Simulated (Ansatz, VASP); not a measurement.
## Si: VASP beside Ansatz

The input INCAR:

```
SYSTEM = Si
ALGO = Normal ; DIPOL = 0.5 0.5 0.500
EDIFF = 1E-6 ; ENCUT = 520
GGA = PE ; IDIPOL = 3
ISIF = 2 ; ISMEAR = 0
LASPH = .TRUE. ; LCHARG = .TRUE.
LDIPOL = .TRUE. ; LELF = .TRUE.
LREAL = .FALSE. ; LVACPOTAV = .TRUE.
LVHAR = .TRUE. ; LWAVE = .FALSE.
NBANDS = 11 ; NELM = 100
PREC = Accurate ; SIGMA = 0.1
```

KPOINTS

```
k-points
0
G
  15 15 1
  0 0 0
```

Contents of POSCAR:

```
Si
1.0
    3.9370000000      0.0000000000      0.0000000000
   -1.9685000000      3.4095420147      0.0000000000
    0.0000000000      0.0000000000     28.0000000000
Si
2
Direct
    0.3333333333      0.6666666667      0.5153035714
    0.6666666667      0.3333333333      0.4846964286
```

Input for Ansatz:

```yaml
crystal:
  lattice:
    - [3.937, 0.0, 0.0]
    - [-1.9685, 3.4095420147, 0.0]
    - [0.0, 0.0, 28.0]
  atoms:
    - { symbol: Si, position: [0.3333333333, 0.6666666667, 0.5153035714] }
    - { symbol: Si, position: [0.6666666667, 0.3333333333, 0.4846964286] }
  periodic: [true, true, false]
basis:
  ecutwfc: 420
kpoints:
  mp_grid: { grid: [15, 15, 1] }
hamiltonian:
  xc: pbe
  pseudopotentials: { kind: paw, azcp: { folder: soft_1 } }
scf:
  occupations: { method: gaussian, width: 0.1 }
output:
  forces: true
  stress: true
  eigenvalues: true
```

Alike in both runs: task single point; functional PBE; k mesh 15 × 15 × 1; occupations gaussian, width 0.1 eV; no spin polarisation.

|  | VASP | Ansatz |
| --- | --- | --- |
| version | VASP 6.6.1 | Ansatz 0.2.0 |
| potentials or method | VASP PAW PBE potentials, release 64 (Si), cutoff 520 eV | scalar-relativistic, plane waves, PAW |
| valence electrons in the cell | 8 | 8 |

|  | VASP | Ansatz | Ansatz less VASP |
| --- | --- | --- | --- |
| gap on the k mesh at the Fermi level (eV) | none | none | - |
| rms of the force components (eV/Å) | 0.932 | 0.927 | -0.0045 |
| work function, face that differs most (eV) | 4.66 | 4.65 | -0.003 |

Atom by atom the forces differ by 0.004 eV/Å (rms over components). A gap of «none» marks a metal or a gap that the smearing closes.
